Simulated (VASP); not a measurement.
# TaN (P-6m2) in VASP: a series of runs, part 2 of 2

VASP 6.6.1. The steps go on from the part before.

### Step 4. Single point, PBEsol

This run uses another cell than the first one, of 10.49 Å³/atom, 0.917 times its volume.

INCAR

```
SYSTEM = TaN
PREC     = Accurate       ! precision mode
ENCUT    = 520            ! plane-wave cutoff, eV
EDIFF    = 1E-6           ! SCF threshold, eV
ISMEAR   = 0              ! smearing method
SIGMA    = 0.15           ! smearing width, eV
LREAL    = .False.        ! projectors in reciprocal space
LASPH    = .True.         ! aspherical terms in the spheres
NELM     = 80             ! most SCF steps
ALGO     = Normal         ! electronic algorithm
ISIF     = 2              ! what is computed and relaxed
LWAVE    = .False.        ! write WAVECAR
LCHARG   = .True.         ! write CHGCAR
GGA      = PS             ! functional
LELF     = .True.         ! ELF
LVHAR    = .True.       
NBANDS   = 15             ! bands
```

KPOINTS

```
regular mesh
0
Gamma
  18 18 16
  0 0 0
```

POSCAR

```
TaN
1.0
    2.9606000000      0.0000000000      0.0000000000
   -1.4803000000      2.5639548105      0.0000000000
    0.0000000000      0.0000000000      2.7631000000
Ta N
1 1
Direct
    0.3333333333      0.6666666667      0.5000000000
    0.0000000000      0.0000000000      0.0000000000
```

Potentials or basis: VASP PAW PBE potentials, release 64 (Ta_pv, N).

On the command line:

```
$ cat potpaw_PBE.64/Ta_pv/POTCAR potpaw_PBE.64/N/POTCAR > POTCAR
$ mpirun -np 1 vasp_std > vasp.out
```

OUTCAR:

```text
SYSTEM = TaN
   PREC = Accurate
   ENCUT = 520
   EDIFF = 1E-6
   ISMEAR = 0
   LREAL = .False.
   LASPH = .True.
   NELM = 80
   ISIF = 2
   GGA = PS

 ion  position               nearest neighbor table
   1  0.333  0.667  0.500-   2 2.20   2 2.20   2 2.20   2 2.20   2 2.20   2 2.20
   2  0.000  0.000  0.000-   1 2.20   1 2.20   1 2.20   1 2.20   1 2.20   1 2.20

  LATTYP: Found a hexagonal cell.
 ALAT       =     2.9606000000
 C/A-ratio  =     0.9332905492

  Lattice vectors:

 A1 = (   2.9606000000,   0.0000000000,   0.0000000000)
 A2 = (  -1.4803000000,   2.5639548105,   0.0000000000)
[... 611 lines left out ...]
     12      14.8074      0.00000
     13      17.2784      0.00000
     14      20.6380      0.00000
     15      21.9182      0.00000

 [... further k-points ...]
[... 5 lines left out ...]
  --------------------------------------------------------------------------------------
  -------------------------------------------------------------------------------------
  Total       -0.5089852     -0.5089852      4.1780900     -0.0000000      0.0000000     -0.0000000
  in kB      -38.8802512    -38.8802512    319.1550115     -0.0000000      0.0000000     -0.0000000
  external PRESSURE =      80.4648364 kB  Pullay stress =       0.0000000 kB

 VOLUME and BASIS-vectors are now :
 -----------------------------------------------------------------------------
  energy-cutoff  :      520.00
  volume of cell :       20.97
      direct lattice vectors                 reciprocal lattice vectors
     2.960600000  0.000000000  0.000000000     0.337769371  0.195011237  0.000000000
    -1.480300000  2.563954810  0.000000000     0.000000000  0.390022475  0.000000000
     0.000000000  0.000000000  2.763100000     0.000000000  0.000000000  0.361912345

 POSITION                                       TOTAL-FORCE (eV/Angst)
 -----------------------------------------------------------------------------------
     -0.00000      1.70930      1.38155         0.000000     -0.000000      0.000000
      0.00000      0.00000      0.00000        -0.000000      0.000000      0.000000
 -----------------------------------------------------------------------------------
    total drift:                                0.000000     -0.000000     -0.000000

  FREE ENERGIE OF THE ION-ELECTRON SYSTEM (eV)
  ---------------------------------------------------
  free  energy   TOTEN  =       -23.7194387492 eV

  energy  without entropy=      -23.7184285080  energy(sigma->0) =      -23.71893363
```

OSZICAR:

```text
N       E                     dE             d eps       ncg     rms          rms(c)
DAV:   1     0.899338800451E+02    0.89934E+02   -0.87957E+03 10006   0.114E+03
DAV:   2    -0.232482094713E+02   -0.11318E+03   -0.10686E+03 12104   0.308E+02
DAV:   3    -0.260212773967E+02   -0.27731E+01   -0.27606E+01 11593   0.449E+01
DAV:   4    -0.260320895216E+02   -0.10812E-01   -0.10809E-01 12881   0.304E+00
DAV:   5    -0.260321520138E+02   -0.62492E-04   -0.62491E-04 11684   0.214E-01    0.254E+01
DAV:   6    -0.238076476163E+02    0.22245E+01   -0.34486E+00 12862   0.224E+01    0.110E+01
DAV:   7    -0.237529998388E+02    0.54648E-01   -0.51527E-01 11089   0.565E+00    0.737E+00
DAV:   8    -0.237268104140E+02    0.26189E-01   -0.13473E-01 12223   0.303E+00    0.159E+00
DAV:   9    -0.237195384305E+02    0.72720E-02   -0.14585E-02 11180   0.989E-01    0.171E-01
DAV:  10    -0.237195147227E+02    0.23708E-04   -0.10417E-03 12426   0.376E-01    0.998E-02
DAV:  11    -0.237194381299E+02    0.76593E-04   -0.11883E-04 11691   0.112E-01    0.101E-02
DAV:  12    -0.237194387602E+02   -0.63024E-06   -0.12504E-05 10669   0.332E-02    0.585E-03
DAV:  13    -0.237194387492E+02    0.10929E-07   -0.53241E-08  5387   0.228E-03
   1 F= -.23719439E+02 E0= -.23718934E+02  d E =-.101024E-02
```

Run time: 29 s. Hardware: 1 thread of Intel Xeon 6975P-C (Granite Rapids), shared host; peak memory 0.23 GiB.

What came out:

- Free energy: -23.7194 eV
- Pressure: 8.0 GPa
- Band gap on the k mesh: zero (band 8 reaches 8.63 eV, above the bottom of band 9 at 8.33 eV)

Caveat: the PAW data sets were made with another functional, which shifts forces and pressure a little; spin-orbit coupling is left out, which moves the levels of the heavy elements.

### Step 5. Single point, PBEsol

This run uses another cell than the first one, of 10.49 Å³/atom, 0.917 times its volume.

INCAR

```
PREC     = Accurate       # precision mode
ENCUT    = 520            # plane-wave cutoff, eV
EDIFF    = 1E-6           # SCF threshold, eV
ISMEAR   = 0              # smearing method
SIGMA    = 0.15           # smearing width, eV
LREAL    = F              # projectors in reciprocal space
LASPH    = T              # aspherical terms in the spheres
NELM     = 100            # most SCF steps
ALGO     = Normal         # electronic algorithm
ISIF     = 2              # what is computed and relaxed
LWAVE    = F              # write WAVECAR
LCHARG   = T              # write CHGCAR
GGA      = PS             # functional
LELF     = T              # ELF
LVHAR    = T            
NBANDS   = 15             # bands
```

KPOINTS

```
Automatic mesh
0
Gamma
  18 18 16
```

POSCAR

```
TaN
1.0
    2.8875000000      0.0000000000      0.0000000000
   -1.4437500000      2.5006483534      0.0000000000
    0.0000000000      0.0000000000      2.9066000000
Ta N
1 1
Direct
    0.3333333333      0.6666666667      0.5000000000
    0.0000000000      0.0000000000      0.0000000000
```

Potentials or basis: VASP PAW PBE potentials, release 64 (Ta_pv, N).

On the command line:

```
$ cat potpaw_PBE.64/Ta_pv/POTCAR potpaw_PBE.64/N/POTCAR > POTCAR
$ mpirun -np 1 vasp_std > vasp.out
```

OUTCAR:

```text
PREC = Accurate
   ENCUT = 520
   EDIFF = 1E-6
   ISMEAR = 0
   LREAL = F
   LASPH = T
   NELM = 100
   ISIF = 2
   GGA = PS

 ion  position               nearest neighbor table
   1  0.333  0.667  0.500-   2 2.21   2 2.21   2 2.21   2 2.21   2 2.21   2 2.21
   2  0.000  0.000  0.000-   1 2.21   1 2.21   1 2.21   1 2.21   1 2.21   1 2.21

  LATTYP: Found a hexagonal cell.
 ALAT       =     2.8875000000
 C/A-ratio  =     1.0066147186

  Lattice vectors:

 A1 = (   2.8875000000,   0.0000000000,   0.0000000000)
 A2 = (  -1.4437500000,   2.5006483534,   0.0000000000)
 A3 = (   0.0000000000,   0.0000000000,   2.9066000000)

Analysis of symmetry for initial positions (statically):
=====================================================================
 Subroutine PRICEL returns:
 Original cell was already a primitive cell.

 Routine SETGRP: Setting up the symmetry group for a
 hexagonal supercell.

 Subroutine GETGRP returns: Found 12 space group operations
 (whereof 12 operations were pure point group operations)
 out of a pool of 24 trial point group operations.

The static configuration has the point symmetry D_3h.

Analysis of symmetry for dynamics (positions and initial velocities):
=====================================================================
 Subroutine PRICEL returns:
 Original cell was already a primitive cell.

 Routine SETGRP: Setting up the symmetry group for a
 hexagonal supercell.

 Subroutine GETGRP returns: Found 12 space group operations
 (whereof 12 operations were pure point group operations)
 out of a pool of 24 trial point group operations.

The dynamic configuration has the point symmetry D_3h.

 Subroutine INISYM returns: Found 12 space group operations
 (whereof 12 operations are pure point group operations),
 and found     1 'primitive' translations

[... 117 lines left out ...]
  Thomas-Fermi vector in A             =   2.607662
   LORBIT       =      0    0 simple, 1 ext, 2 COOP (PROOUT), +10 PAW based schemes
   GGA     = PS    functional components
   LHFCALC =     F    Hartree Fock is set to
   AEXX    =    0.0000 exact exchange contribution
   IVDW    =     0    specifies the selected vdW correction
   LEPSILON=     F    determine dielectric tensor
   LRPA    =     F    only Hartree local field effects (RPA)
 non-spin polarized calculation
 Gauss-broadening in eV      SIGMA  =   0.15
  energy-cutoff  :      520.00
  volume of cell :       20.99
 maximum number of plane-waves:       587
 NGX is ok and might be reduce to    24
   NGX = 11   NGY = 11   NGZ = 11

 number of electron      15.9999998 magnetization

 Free energy of the ion-electron system (eV)
  ---------------------------------------------------
  ext. energy  EPLUGINS =         0.00000000
  ---------------------------------------------------
  free energy    TOTEN  =       -23.78366720 eV

  energy without entropy =      -23.78302463  energy(sigma->0) =      -23.78334592

 E-fermi :   8.3165     XC(G=0): -13.6547

 val. band max:        8.2651257967   @ k =   0.0000   0.0000   0.4375
 cond. band min:       8.3396200490   @ k =   0.0556   0.0000   0.5000
 fundamental gap:      0.0744942523
 Fermi energy:         8.3164539004

 k-point     1 :       0.0000    0.0000    0.0000
  band No.  band energies     occupation
      1     -26.4092      2.00000
      2     -26.0281      2.00000
      3     -26.0281      2.00000
      4      -9.5420      2.00000
      5       3.8954      2.00000
      6       3.8954      2.00000
      7       3.9373      2.00000
      8       5.2751      2.00000
      9      11.0062      0.00000
     10      11.9393      0.00000
     11      11.9393      0.00000
     12      12.4523      0.00000
     13      12.4523      0.00000
     14      21.5159      0.00000
[... 401 lines left out ...]
      2     -26.3864      2.00000
      3     -26.2326      2.00000
      4      -7.0355      2.00000
      5       0.1595      2.00000
      6       2.8871      2.00000
      7       4.0804      2.00000
      8       6.0689      2.00000
      9      10.5505      0.00000
     10      11.6560      0.00000
     11      13.2472      0.00000
     12      14.5348      0.00000
     13      17.2731      0.00000
     14      20.9066      0.00000
     15      21.8558      0.00000

 [... further k-points ...]
[... 5 lines left out ...]
  --------------------------------------------------------------------------------------
  -------------------------------------------------------------------------------------
  Total        1.3560931      1.3560931     -0.7252173      0.0000000      0.0000000      0.0000000
  in kB      103.5238021    103.5238021    -55.3628996      0.0000000      0.0000000      0.0000000
  external PRESSURE =      50.5615682 kB  Pullay stress =       0.0000000 kB

 VOLUME and BASIS-vectors are now :
 -----------------------------------------------------------------------------
  energy-cutoff  :      520.00
  volume of cell :       20.99
      direct lattice vectors                 reciprocal lattice vectors
     2.887500000  0.000000000  0.000000000     0.346320346  0.199948145  0.000000000
    -1.443750000  2.500648353  0.000000000     0.000000000  0.399896290  0.000000000
     0.000000000  0.000000000  2.906600000     0.000000000  0.000000000  0.344044588

 POSITION                                       TOTAL-FORCE (eV/Angst)
 -----------------------------------------------------------------------------------
     -0.00000      1.66710      1.45330         0.000000      0.000000      0.000000
      0.00000      0.00000      0.00000        -0.000000     -0.000000      0.000000
 -----------------------------------------------------------------------------------
    total drift:                                0.000000     -0.000000     -0.000000

  FREE ENERGIE OF THE ION-ELECTRON SYSTEM (eV)
  ---------------------------------------------------
  free  energy   TOTEN  =       -23.7836671965 eV

  energy  without entropy=      -23.7830246344  energy(sigma->0) =      -23.78334592
```

stdout:

```text
POSCAR found type information on POSCAR TaN
 POSCAR found :  2 types and       2 ions
 scaLAPACK will be used
 -----------------------------------------------------------------------------
|                                                                             |
|                                                                             |
|     You enforced a specific xc type in the INCAR file but a different       |
|     I HOPE YOU KNOW WHAT YOU ARE DOING!                                     |
|                                                                             |
 -----------------------------------------------------------------------------

 LDA part: xc-table for (Slater+PW92), standard interpolation
 POSCAR, INCAR and KPOINTS ok, starting setup
 FFT: planning ... GRIDC
 FFT: planning ... GRID_SOFT
 FFT: planning ... GRID
 WAVECAR not read
 entering main loop
```

Wall time 29 s (1 thread of Intel Xeon 6975P-C (Granite Rapids), shared host); peak memory 0.23 GiB.

What came out:

| Property | Result |
| --- | --- |
| Free energy | -23.7837 eV |
| Pressure | 5.1 GPa |
| Band gap on the k mesh | zero (band 8 reaches 8.72 eV, above the bottom of band 9 at 8.22 eV) |

Caveat: the PAW data sets were made with another functional, which shifts forces and pressure a little; spin-orbit coupling is left out, which moves the levels of the heavy elements.

### Step 6. Summary

```csv
cell,gap on the mesh (eV),pressure (GPa)
"a = 3.034, b = 3.034, c = 2.871 Å, angles 90.0, 90.0, 120.0°, 2 atoms",none,-21.2
"a = 3.070, b = 3.070, c = 2.835 Å, angles 90.0, 90.0, 120.0°, 2 atoms",none,-23.0
"a = 2.961, b = 2.961, c = 2.763 Å, angles 90.0, 90.0, 120.0°, 2 atoms",none,8.0
"a = 2.888, b = 2.887, c = 2.907 Å, angles 90.0, 90.0, 120.0°, 2 atoms",none,5.1
```

Alike in all rows: task single point; level PBEsol; potentials or basis VASP PAW PBE potentials, release 64 (Ta_pv, N); no spin polarisation; k mesh 18 × 18 × 16; cutoff (eV) 520; smearing gaussian 0.15 eV.

Caveats: the PAW data sets were made with another functional, which shifts forces and pressure a little; spin-orbit coupling is left out, which moves the levels of the heavy elements.

Total energies depend on the potentials used, so only differences within one code and one set of settings carry meaning.
